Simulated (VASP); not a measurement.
A run of VASP 6.6.1 is set up as follows.

File INCAR:

```
SYSTEM = Ti
  ALGO = Normal
  EDIFF = 1E-6
  EDIFFG = -0.001
  ENCUT = 600
  GGA = PS
  IBRION = 2
  ISIF = 3
  ISMEAR = -1
  LASPH = .True.
  LCHARG = .False.
  LREAL = .False.
  LWAVE = .False.
  NELM = 100
  NSW = 80
  PREC = Accurate
  PSTRESS = 30.0
  SIGMA = 0.15
```

Contents of KPOINTS:

```
k-points
0
Gamma
  20 20 20
  0 0 0
```

The input POSCAR:

```
Ti
1.0
   -1.6096527861      1.6096527861      1.6096527861
    1.6096527861     -1.6096527861      1.6096527861
    1.6096527861      1.6096527861     -1.6096527861
Ti
1
Direct
    0.0000000000      0.0000000000      0.0000000000
```

Potentials or basis: VASP PAW PBE potentials, release 64 (Ti_sv).

Launch:

```sh
$ cat potpaw_PBE.64/Ti_sv/POTCAR > POTCAR
$ mpirun -np 1 vasp_std > vasp.out
```

(1) Predict the relaxed volume.

(2) Predict the band gap on the k mesh.

(3) What does it give for the relaxed cell?

Results:

(1) 16.21 Å³/atom.

(2) zero (bands 6 and 7 overlap by 1.76 eV).

(3) a = 2.762 Å, b = 2.762 Å, c = 2.762 Å, α = 109.47°, β = 109.47°, γ = 109.47°.

Caveat: the cell is relaxed towards a set pressure, so the run minimises the enthalpy, not the energy; the PAW data sets were made with another functional, which shifts forces and pressure a little.
